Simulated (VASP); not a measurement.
# Pt (Fm-3m) in VASP: a series of runs, part 2 of 2

VASP 6.6.1. Earlier steps stand in the parts before.

### Step 6. Relaxation of cell and atoms, PBEsol

This run uses another cell than the first one, of 15.06 Å³/atom.

Input file INCAR:

```
PREC = Accurate ; ENCUT = 500
EDIFF = 1E-7 ; ISMEAR = 1
SIGMA = 0.05 ; LREAL = F
LASPH = T ; NELM = 120
ALGO = Normal ; ISIF = 3
LWAVE = F ; LCHARG = F
GGA = PS ; IBRION = 2
NSW = 80 ; EDIFFG = -0.01
GGA_COMPAT = F ; NELMIN = 4
```

Input file KPOINTS:

```
Automatic mesh
0
Gamma
  10 10 10
```

Input file POSCAR:

```
Pt
1.0
    0.0000000000      1.9600000000      1.9600000000
    1.9600000000      0.0000000000      1.9600000000
    1.9600000000      1.9600000000      0.0000000000
Pt
1
Direct
    0.0000000000      0.0000000000      0.0000000000
```

Potentials or basis: VASP PAW PBE potentials, release 64 (Pt).

Run with:

```bash
> cat potpaw_PBE.64/Pt/POTCAR > POTCAR
> mpirun -np 1 vasp_std > vasp.out
```

OUTCAR:

```text
PREC = Accurate
   ENCUT = 500
   EDIFF = 1E-7
   ISMEAR = 1
   LREAL = F
   LASPH = T
   NELM = 120
   ISIF = 3
   GGA = PS
   IBRION = 2
   NSW = 80
   EDIFFG = -0.01
   NELMIN = 4

 ion  position               nearest neighbor table
   1  0.000  0.000  0.000-

  LATTYP: Found a face centered cubic cell.
 ALAT       =     3.9200000000

  Lattice vectors:

 A1 = (   0.0000000000,   1.9600000000,   1.9600000000)
 A2 = (   1.9600000000,   0.0000000000,   1.9600000000)
 A3 = (   1.9600000000,   1.9600000000,   0.0000000000)

Analysis of symmetry for initial positions (statically):
=====================================================================
 Subroutine PRICEL returns:
 Original cell was already a primitive cell.

 Routine SETGRP: Setting up the symmetry group for a
 face centered cubic supercell.

 Subroutine GETGRP returns: Found 48 space group operations
 (whereof 48 operations were pure point group operations)
 out of a pool of 48 trial point group operations.

The static configuration has the point symmetry O_h .

Analysis of symmetry for dynamics (positions and initial velocities):
=====================================================================
 Subroutine PRICEL returns:
 Original cell was already a primitive cell.

 Routine SETGRP: Setting up the symmetry group for a
 face centered cubic supercell.

 Subroutine GETGRP returns: Found 48 space group operations
 (whereof 48 operations were pure point group operations)
 out of a pool of 48 trial point group operations.

The dynamic configuration has the point symmetry O_h .

 Subroutine INISYM returns: Found 48 space group operations
 (whereof 48 operations are pure point group operations),
 and found     1 'primitive' translations

----------------------------------------------------------------------------------------

                                     Primitive cell

  volume of cell :      15.0591

  direct lattice vectors                    reciprocal lattice vectors
     0.000000000  1.960000000  1.960000000    -0.255102041  0.255102041  0.255102041
     1.960000000  0.000000000  1.960000000     0.255102041 -0.255102041  0.255102041
     1.960000000  1.960000000  0.000000000     0.255102041  0.255102041 -0.255102041

  length of vectors
     2.771858582  2.771858582  2.771858582     0.441849696  0.441849696  0.441849696

  position of ions in fractional coordinates (direct lattice)
     0.000000000  0.000000000  0.000000000

  ion indices of the primitive-cell ions
   primitive index   ion index
                 1           1

----------------------------------------------------------------------------------------

 KPOINTS: Automatic mesh

Automatic generation of k-mesh.
 Grid dimensions read from file:
 generate k-points for:   10   10   10

 Generating k-lattice:

  Cartesian coordinates                     Fractional coordinates (reciprocal lattice)
    -0.025510204  0.025510204  0.025510204     0.100000000  0.000000000  0.000000000
[... 44 lines left out ...]
   dimension x,y,z NGX =    20 NGY =   20 NGZ =   20
   dimension x,y,z NGXF=    40 NGYF=   40 NGZF=   40
   ions per type =               1
   NGX,Y,Z   is equivalent  to a cutoff of  12.00, 12.00, 12.00 a.u.
   NGXF,Y,Z  is equivalent  to a cutoff of  23.99, 23.99, 23.99 a.u.
 SYSTEM =  unknown system
   PREC   = accura    normal or accurate (medium, high low for compatibility)
   ISTART =      0    job   : 0-new  1-cont  2-samecut
   ICHARG =      2    charge: 1-file 2-atom 10-const
   ISPIN  =      1    spin polarized calculation?
   LNONCOLLINEAR =      F non collinear calculations
   LSORBIT =      F    spin-orbit coupling
   LASPH  =      T    aspherical Exc in radial PAW
   ENCUT  =  500.0 eV  36.75 Ry    6.06 a.u.   5.05  5.05  5.05*2*pi/ulx,y,z
   NELM   =    120;   NELMIN=  4; NELMDL= -5     # of ELM steps
   EDIFF  = 0.1E-06   stopping-criterion for ELM
   LREAL  =      F    real-space projection
   EDIFFG = -.1E-01   stopping-criterion for IOM
   NSW    =     80    number of steps for IOM
   IBRION =      2    ionic relax: 0-MD 1-quasi-New 2-CG
   NFREE  =      1    steps in history (QN), initial steepest desc. (CG)
   ISIF   =      3    stress and relaxation
   ISYM   =      2    0-nonsym 1-usesym 2-fastsym
   POTIM  = 0.5000    time-step for ionic-motion
   TEBEG  =    0.0;   TEEND  =   0.0 temperature during run
   PSTRESS=    0.0 pullay stress
   NELECT =      10.0000    total number of electrons
   NUPDOWN=      -1.0000    fix difference up-down
   EMIN   =  10.00;   EMAX   =-10.00  energy-range for DOS
   EFERMI =   0.00;   METHOD = LEGACY
   ISMEAR =     1;   SIGMA  =   0.05  broadening in eV -4-tet -1-fermi 0-gaus
   EFERMI_NEDOS =   21; number of points for ismear=-14 and -15
   IALGO  =     38    algorithm
   IMIX   =      4    mixing-type and parameters
     AMIX     =   0.40;   BMIX     =  1.00
     AMIX_MAG =   1.60;   BMIX_MAG =  1.00
  volume/ion in A,a.u.               =      15.06       101.62
  Fermi-wavevector in a.u.,A,eV,Ry     =   1.428265  2.699029 27.755077  2.039941
  Thomas-Fermi vector in A             =   2.548345
   LORBIT       =      0    0 simple, 1 ext, 2 COOP (PROOUT), +10 PAW based schemes
   GGA     = PS    functional components
   LHFCALC =     F    Hartree Fock is set to
   AEXX    =    0.0000 exact exchange contribution
   IVDW    =     0    specifies the selected vdW correction
   LEPSILON=     F    determine dielectric tensor
   LRPA    =     F    only Hartree local field effects (RPA)
 conjugate gradient relaxation of ions
 non-spin polarized calculation
 Methfessel and Paxton  Order N= 1 SIGMA  =   0.05
  energy-cutoff  :      500.00
  volume of cell :       15.06
 maximum number of plane-waves:       392
   NGX = 11   NGY = 11   NGZ = 11

--------------------------------------- Ionic step        1  -------------------------------------------

 number of electron      10.0000001 magnetization

 Free energy of the ion-electron system (eV)
  ---------------------------------------------------
  ext. energy  EPLUGINS =         0.00000000
  ---------------------------------------------------
  free energy    TOTEN  =        -6.94952277 eV

  energy without entropy =       -6.94974240  energy(sigma->0) =       -6.94959598

------------------------ aborting loop because EDIFF is reached ----------------------------------------

  FORCE on cell =-STRESS in cart. coord.  units (eV):
  Direction    XX          YY          ZZ          XY          YZ          ZX
  --------------------------------------------------------------------------------------
  -------------------------------------------------------------------------------------
  Total       -0.0721740     -0.0721740     -0.0721740      0.0000000      0.0000000      0.0000000
  in kB       -7.6787932     -7.6787932     -7.6787932      0.0000000      0.0000000      0.0000000
  external PRESSURE =      -7.6787932 kB  Pullay stress =       0.0000000 kB
[... 57 lines left out ...]
--------------------------------------- Ionic step        3  -------------------------------------------

 number of electron      10.0000001 magnetization

 Free energy of the ion-electron system (eV)
  ---------------------------------------------------
  ext. energy  EPLUGINS =         0.00000000
  ---------------------------------------------------
  free energy    TOTEN  =        -6.94962108 eV

  energy without entropy =       -6.94983369  energy(sigma->0) =       -6.94969195

 E-fermi :  11.2021     XC(G=0): -13.6525

 val. band max:       11.1974234593   @ k =   0.5000   0.5000   0.0000
 cond. band min:      11.2242760195   @ k =   0.5000   0.0000   0.0000
 fundamental gap:      0.0268525601
 Fermi energy:        11.2021383433

 k-point     1 :       0.0000    0.0000    0.0000
  band No.  band energies     occupation
      1       0.8330      2.00000
      2       7.3476      2.00000
      3       7.3476      2.00000
      4       7.3476      2.00000
      5       9.5403      2.00000
      6       9.5403      2.00000
      7      25.7889      0.00000
      8      30.7688      0.00000
      9      30.7688      0.00000
[... 265 lines left out ...]
 k-point    24 :       0.4000    0.3000    0.0000
  band No.  band energies     occupation
      1       4.4886      2.00000
      2       5.1356      2.00000
      3       8.5086      2.00000
      4       9.8550      2.00000
      5      11.1252      2.05176
      6      11.3830     -0.00000
      7      23.1405      0.00000
      8      25.4789      0.00000
      9      25.9766      0.00000

 [... further k-points ...]

------------------------ aborting loop because EDIFF is reached ----------------------------------------

  FORCE on cell =-STRESS in cart. coord.  units (eV):
  Direction    XX          YY          ZZ          XY          YZ          ZX
  --------------------------------------------------------------------------------------
  -------------------------------------------------------------------------------------
  Total        0.0006232      0.0006232      0.0006232      0.0000000      0.0000000     -0.0000000
  in kB        0.0664843      0.0664843      0.0664843      0.0000000      0.0000000     -0.0000000
  external PRESSURE =       0.0664843 kB  Pullay stress =       0.0000000 kB
[... 16 lines left out ...]
  FREE ENERGIE OF THE ION-ELECTRON SYSTEM (eV)
  ---------------------------------------------------
  free  energy   TOTEN  =        -6.9496210824 eV

  energy  without entropy=       -6.9498336945  energy(sigma->0) =       -6.94969195

 reached required accuracy - stopping structural energy minimisation
```

OSZICAR:

```text
N       E                     dE             d eps       ncg     rms          rms(c)
DAV:   1     0.351150690797E+02    0.35115E+02   -0.54473E+03   910   0.998E+02
DAV:   2    -0.698928486083E+01   -0.42104E+02   -0.39875E+02   880   0.183E+02
DAV:   3    -0.739574043498E+01   -0.40646E+00   -0.40042E+00   985   0.185E+01
[... 20 lines left out ...]
DAV:   2    -0.694991810599E+01    0.47332E-02   -0.13917E-02   851   0.105E+00    0.207E-01
DAV:   3    -0.694961015845E+01    0.30795E-03   -0.15335E-03   875   0.328E-01    0.105E-01
DAV:   4    -0.694962070586E+01   -0.10547E-04   -0.49809E-05   949   0.549E-02    0.529E-03
DAV:   5    -0.694962105034E+01   -0.34448E-06   -0.75540E-07   949   0.713E-03    0.163E-03
DAV:   6    -0.694962108240E+01   -0.32058E-07   -0.34584E-08   708   0.140E-03
   3 F= -.69496211E+01 E0= -.69496920E+01  d E =-.983085E-04
```

CONTCAR:

```text
Pt
   1.00000000000000
     0.0000000000000000    1.9582449226267411    1.9582449226267411
     1.9582449226267411    0.0000000000000000    1.9582449226267411
     1.9582449226267411    1.9582449226267411    0.0000000000000000
  Pt
     1
Direct
     0.0000000000000000    0.0000000000000000    0.0000000000000000

  0.00000000E+00  0.00000000E+00  0.00000000E+00
```

Run time: 7.7 s. Hardware: 1 thread of Intel Xeon 6975P-C (Granite Rapids), shared host; peak memory 0.13 GiB.

What came out:

| Item | Value |
| --- | --- |
| Free energy | -6.9496 eV |
| Relaxed volume | 15.02 Å³/atom |
| Relaxed cell | a = 2.769 Å, b = 2.769 Å, c = 2.769 Å, α = 60.00°, β = 60.00°, γ = 60.00° |
| Space group after relaxing (to 0.1 Å) | Fm-3m (No. 225) |
| Energy gained by relaxing | 0.1 meV/atom |
| Ionic steps | 3 |
| Pressure after relaxing | 0.0 GPa |
| Band gap on the k mesh | zero (bands 5 and 6 overlap by 2.22 eV) |

Final structure:
```
CELL_PARAMETERS angstrom
0.00000 1.95824 1.95824
1.95824 0.00000 1.95824
1.95824 1.95824 0.00000
ATOMIC_POSITIONS crystal
Pt 0.00000 0.00000 0.00000
```

Levels at points of the mesh, in eV from the Fermi level:
```tsv
k point	band 3	band 4	band 5	band 6	band 7	band 8
(0.00, 0.00, 0.00)	-3.85	-3.85	-1.66	-1.66	14.59	19.57
(0.50, 0.00, 0.00)	-3.92	-0.59	0.02	0.02	5.81	14.14
(0.50, 0.50, 0.00)	0.00	0.47	0.47	1.67	8.85	11.32
```

Caveat: the PAW data sets were made with another functional, which shifts forces and pressure a little; spin-orbit coupling is left out, which moves the levels of the heavy elements.

### Step 7. Overview

| task | cell | gap on the mesh (eV) | pressure (GPa) |
| --- | --- | --- | --- |
| single point | a = 2.728 Å, angles 60.0°, 1 atom | none | 14.7 |
| single point | a = 2.695 Å, angles 60.0°, 1 atom | none | 29.7 |
| single point | a = 2.667 Å, angles 60.0°, 1 atom | none | 44.8 |
| single point | a = 2.771 Å, angles 60.0°, 1 atom | none | -0.4 |
| relaxation of cell and atoms | relaxed from a = 2.772 Å, angles 60.0°, 1 atom | none | 0.0 |

Alike in all rows: level PBEsol; potentials or basis VASP PAW PBE potentials, release 64 (Pt); no spin polarisation; k mesh 10 × 10 × 10; cutoff (eV) 500; smearing methfessel-paxton 0.05 eV.

Caveats: the PAW data sets were made with another functional, which shifts forces and pressure a little; spin-orbit coupling is left out, which moves the levels of the heavy elements; the cell stands under pressure (at least some runs).

Absolute energies hang on the potentials; compare differences alone.
